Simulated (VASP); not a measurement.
Set up this calculation in VASP 6.6.1, as the native input.

```
Task                   : single point
Functional             : r2SCAN
Potentials or basis    : VASP PAW PBE potentials, release 64 (Ru_pv)
Cutoff                 : 550 eV
k mesh                 : 20 × 20 × 12
Occupations            : fermi-dirac, width 0.05 eV
Spin                   : no spin polarisation
Dipole correction      : no
Further INCAR settings : ALGO = Normal; EDIFF = 1e-06; NBANDS = 21
```

Crystal: Ru.

```
Ru
1.0
     2.68607    0.00000    0.00000
    -1.34304    2.32621    0.00000
     0.00000    0.00000    4.23444
Ru
2
Direct
  0.33333 0.66667 0.25000
  0.66667 0.33333 0.75000
```

These files were run (other wordings do the same):

POSCAR

```
Ru
1.0
    2.6860707793      0.0000000000      0.0000000000
   -1.3430353896      2.3262055312      0.0000000000
    0.0000000000      0.0000000000      4.2344425035
Ru
2
Direct
    0.3333333333      0.6666666667      0.2500000000
    0.6666666667      0.3333333333      0.7500000000
```

INCAR.step1

```
  PREC = Accurate
  ENCUT = 550
  ISMEAR = -1
  SIGMA = 0.05
  LREAL = False
  LASPH = True
  NELM = 120
  NBANDS = 21
  GGA = PE
  ALGO = Normal
  EDIFF = 1E-5
  LWAVE = True
  LCHARG = False
  GGA_COMPAT = False
```

INCAR.step2

```
  PREC = Accurate
  ENCUT = 550
  EDIFF = 1E-6
  ISMEAR = -1
  SIGMA = 0.05
  LREAL = False
  LASPH = True
  NELM = 120
  ALGO = Normal
  ISIF = 2
  LWAVE = False
  LCHARG = False
  METAGGA = R2SCAN
  LMIXTAU = True
  NBANDS = 21
  ISTART = 1
  GGA_COMPAT = False
```

KPOINTS

```
Automatic mesh
0
Gamma
  20 20 12
```

Potentials or basis: VASP PAW PBE potentials, release 64 (Ru_pv).

The run is started by

```bash
$ cat potpaw_PBE.64/Ru_pv/POTCAR > POTCAR
$ cp INCAR.step1 INCAR
$ mpirun -np 1 vasp_std > vasp.out
$ cp INCAR.step2 INCAR
$ mpirun -np 1 vasp_std > vasp.out
```

Results of the run:

```json
{
  "Pressure": "8.7 GPa",
  "Band gap on the k mesh": "zero (bands 14 and 15 overlap by 3.52 eV)"
}
```

Caveat: the cell stands under pressure; the PAW data sets were made with another functional, which shifts forces and pressure a little.

Wall time 18 min on 1 thread of Oxide Virtual Turin-like Processor (shared host), peak memory 0.23 GiB.
